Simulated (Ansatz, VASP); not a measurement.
One calculation of GaN, two programs

INCAR

```
SYSTEM = GaN
ALGO = Normal ; EDIFF = 1E-6
ENCUT = 520 ; GGA = PS
ISIF = 2 ; ISMEAR = 0
LASPH = .True. ; LCHARG = .False.
LREAL = .False. ; LWAVE = .False.
NBANDS = 16 ; NELM = 60
PREC = Accurate ; SIGMA = 0.01
```

Contents of KPOINTS:

```
k-points
0
Gamma
  6 6 6
  0 0 0
```

Contents of POSCAR:

```
GaN
1.0
   -0.0100100000      2.2853100000      2.2901200000
    2.2223800000      0.0097100000      2.2704000000
    2.2413900000      2.2845900000     -0.0092900000
Ga N
1 1
Direct
    0.9822717244      0.9616547698      0.0171484085
    0.7524800000      0.7035100000      0.7684800000
```

Input for Ansatz:

```yaml
crystal:
  lattice:
    - [-0.01001, 2.28531, 2.29012]
    - [2.22238, 0.00971, 2.2704]
    - [2.24139, 2.28459, -0.00929]
  atoms:
    - { symbol: Ga, position: [0.9822717244166265, 0.9616547697735619, 0.017148408492962834] }
    - { symbol: "N", position: [0.75248, 0.70351, 0.76848] }
basis:
  ecutwfc: 540.0
  xc_grid: 2
kpoints:
  mp_grid:
    grid: [6, 6, 6]
hamiltonian:
  xc: pbesol
scf:
  convergence:
    dr2_threshold: 1.0e-09
  occupations:
    method: fixed
output:
  forces: true
  stress: true
```

Alike in both runs: task single point; functional PBEsol; k mesh 6 × 6 × 6; no spin polarisation.

|  | VASP | Ansatz |
| --- | --- | --- |
| version | VASP 6.6.1 | Ansatz 0.2.0 |
| potentials or method | VASP PAW PBE potentials, release 64 (Ga_d, N), cutoff 520 eV | plane waves, PAW |
| occupations | gaussian, width 0.01 eV | fixed |
| valence electrons in the cell | 18 | 18 |

|  | VASP | Ansatz | Ansatz less VASP |
| --- | --- | --- | --- |
| pressure (GPa) | -4.0 | -3.8 | +0.16 |
| traceless stress, the component that is largest in VASP (GPa) | 4.54 | 4.61 | +0.074 |
| rms of the force components (eV/Å) | 0.394 | 0.401 | +0.0066 |

VASP's potentials were made for PBE, not for PBEsol. Atom by atom the forces differ by 0.007 eV/Å (rms over components). Ansatz's warnings: stress scf threshold loose.
